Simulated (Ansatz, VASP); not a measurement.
**Sc3Te2: VASP beside Ansatz**

INCAR

```
PREC = Accurate
ENCUT = 520
EDIFF = 1E-6
ISMEAR = 0
SIGMA = 0.1
LREAL = False
LASPH = True
NELM = 80
ALGO = Normal
ISIF = 2
LWAVE = False
LCHARG = True
GGA = PE
LELF = True
LVHAR = True
NBANDS = 30
```

The input KPOINTS:

```
Automatic mesh
0
Gamma
  4 4 4
```

The input POSCAR:

```
Sc3Te2
1.0
    4.0712397100      0.0000000000      0.0000000000
    0.0000000000      4.0712397100      0.0000000000
    0.0000000000      0.0000000000      7.3674996100
Sc Te
3 2
Direct
    0.5000000000      0.5000000000      0.8413032000
    0.5000000000      0.5000000000      0.1586968000
    0.5000000000      0.5000000000      0.5000000000
    0.0000000000      0.0000000000      0.0000000000
    0.0000000000      0.0000000000      0.5000000000
```

Input for Ansatz:

```yaml
crystal:
  lattice:
    - [4.07123971, 0.0, 0.0]
    - [0.0, 4.07123971, 0.0]
    - [0.0, 0.0, 7.36749961]
  atoms:
    - { symbol: Sc, position: [0.5, 0.5, 0.8413032] }
    - { symbol: Sc, position: [0.5, 0.5, 0.1586968] }
    - { symbol: Sc, position: [0.5, 0.5, 0.5] }
    - { symbol: Te, position: [0.0, 0.0, 0.0] }
    - { symbol: Te, position: [0.0, 0.0, 0.5] }
basis:
  ecutwfc: 420
kpoints:
  mp_grid: { grid: [4, 4, 4] }
hamiltonian:
  xc: pbe
scf:
  occupations: { method: gaussian, width: 0.1 }
  lower_state_search: "off"
output:
  forces: true
  stress: true
  eigenvalues: true
```

Alike in both runs: task single point; functional PBE; k mesh 4 × 4 × 4; occupations gaussian, width 0.1 eV; no spin polarisation.

|  | VASP | Ansatz |
| --- | --- | --- |
| version | VASP 6.6.1 | Ansatz 0.2.0 |
| potentials or method | VASP PAW PBE potentials, release 64 (Sc_sv, Te), cutoff 520 eV | scalar-relativistic, plane waves, PAW |
| valence electrons in the cell | 45 | 65 |

```tsv
	VASP	Ansatz	Ansatz less VASP
gap on the k mesh at the Fermi level (eV)	none	none	-
pressure (GPa)	4.1	4.0	-0.16
traceless stress, the component that is largest in VASP (GPa)	14.57	14.45	-0.119
rms of the force components (eV/Å)	0.467	0.444	-0.0231
```

Atom by atom the forces differ by 0.023 eV/Å (rms over components). A gap of «none» marks a metal or a gap that the smearing closes. VASP's potentials hold 45 valence electrons a cell and Ansatz's 65, so a difference there can come from the potentials and not from the codes.

The k mesh is coarse, so the values compare programs but aren't converged. Spin-orbit coupling is off throughout.
